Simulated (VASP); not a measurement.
A run of VASP 6.6.1 is set up as follows.

The input INCAR:

```
ALGO = Fast ; EDIFF = 1E-6
ENCUT = 520 ; GGA = PS
ISIF = 2 ; ISMEAR = 0
LASPH = True ; LCHARG = False
LREAL = False ; LWAVE = False
NBANDS = 18 ; NELM = 60
PREC = Accurate ; SIGMA = 0.15
```

File KPOINTS:

```
k-points
0
Gamma
  20 20 10
```

File POSCAR:

```
Au
1.0
    1.4113099650     -2.5559330250      0.0000000000
    1.4113099650      2.5559330250      0.0000000000
    0.0000000000      0.0000000000      4.8931696100
Au
2
Direct
    0.6653279700      0.3346720300      0.1886900468
    0.3346720300      0.6653279700      0.7500000000
```

Potentials or basis: VASP PAW PBE potentials, release 64 (Au).

Launch:

```bash
$ cat potpaw_PBE.64/Au/POTCAR > POTCAR
$ mpirun -np 1 vasp_std > vasp.out
```

Question: What does it give for the pressure?

Answer: 2.1 GPa.

Question: What does it give for the largest force?

Answer: 2.110 eV/Å.

Stress tensor (GPa, compression positive):
```
 1.47  0.00  0.00
 0.00 -0.17  0.66
 0.00  0.66  4.89
```

Caveat: the cell differs from its parent crystal (atom 1 (Au) moved by (+0.000, -0.300) A along x and z); the stress differs along the axes, from -0 to 5 GPa; the PAW data sets were made with another functional, which shifts forces and pressure a little.
